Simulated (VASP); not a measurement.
BeS, 2 atoms in the cell. The structure is tetragonal, space group I-4m2 (No. 119). The conventional cell has a = 3.443 Å, b = 3.443 Å, c = 4.820 Å, α = 90.00°, β = 90.00°, γ = 90.00°. Within 2.8 Å of Be (site symmetry -4m2) lie 4 S at 2.10 Å. Within 2.8 Å of S (site symmetry -4m2) lie 4 Be at 2.10 Å.  This cell differs from its parent crystal: uniaxial z strain -1.0%.

```yaml
Program: VASP 6.6.1
Task: single point
Functional: PBE
Potentials_or_basis: VASP PAW PBE potentials, release 64 (Be, S)
Cutoff: 520 eV
k_mesh: 10 × 10 × 10
Occupations: fermi-dirac, width 0.02 eV
Spin: no spin polarisation
Dipole_correction: no
Further_INCAR_settings: ALGO = Normal; EDIFF = 1e-06; NBANDS = 11
```

Potentials or basis: VASP PAW PBE potentials, release 64 (Be, S).

Launch:

```bash
$ cat potpaw_PBE.64/Be/POTCAR potpaw_PBE.64/S/POTCAR > POTCAR
$ mpirun -np 1 vasp_std > vasp.out
```

Hardware: 1 thread of Intel(R) Xeon(R) 6975P-C (Granite Rapids), on a shared host.

Problem. How long does it take, and how much memory?

Solution. Run time: 14 s on 1 thread of Intel(R) Xeon(R) 6975P-C (Granite Rapids), on a shared host, peak memory 0.17 GiB. Counts: scf iterations 12, k points 102.
